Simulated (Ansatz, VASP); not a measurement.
**AlN in VASP and in Ansatz**

```
CELL_PARAMETERS angstrom
3.37008 0.00000 0.00000
-1.68504 2.86838 0.00000
0.00000 0.00000 4.18756
ATOMIC_POSITIONS crystal
Al 0.33333 0.66667 0.75000
Al 0.66667 0.33333 0.25000
N 0.33333 0.66667 0.25000
N 0.66667 0.33333 0.75000
```

Change from the starting cell: strain +0.0175 x Voigt [1, 0, 0, 0, 0, 0], atoms carried along.

Alike in both runs: task single point; functional LDA; k mesh 9 × 9 × 6; occupations gaussian, width 0.05 eV; no spin polarisation.

```csv
,VASP,Ansatz
version,VASP 6.6.1,Ansatz 0.2.0
potentials or method,"VASP PAW LDA potentials, release 64 (Al, N), cutoff 600 eV","scalar-relativistic, plane waves, PAW"
valence electrons in the cell,16,16
```

```csv
,VASP,Ansatz,Ansatz less VASP
gap on the k mesh at the Fermi level (eV),3.18,3.17,-0.008
least direct gap on the mesh (eV),3.18,3.17,-0.008
pressure (GPa),-11.7,-12.1,-0.33
"traceless stress, the component that is largest in VASP (GPa)",-3.17,-3.20,-0.034
rms of the force components (eV/Å),0.105,0.102,-0.0034
```

LDA's correlation is that of Perdew and Zunger in VASP and of Perdew and Wang (1992) in Ansatz. Atom by atom the forces differ by 0.003 eV/Å (rms over components).
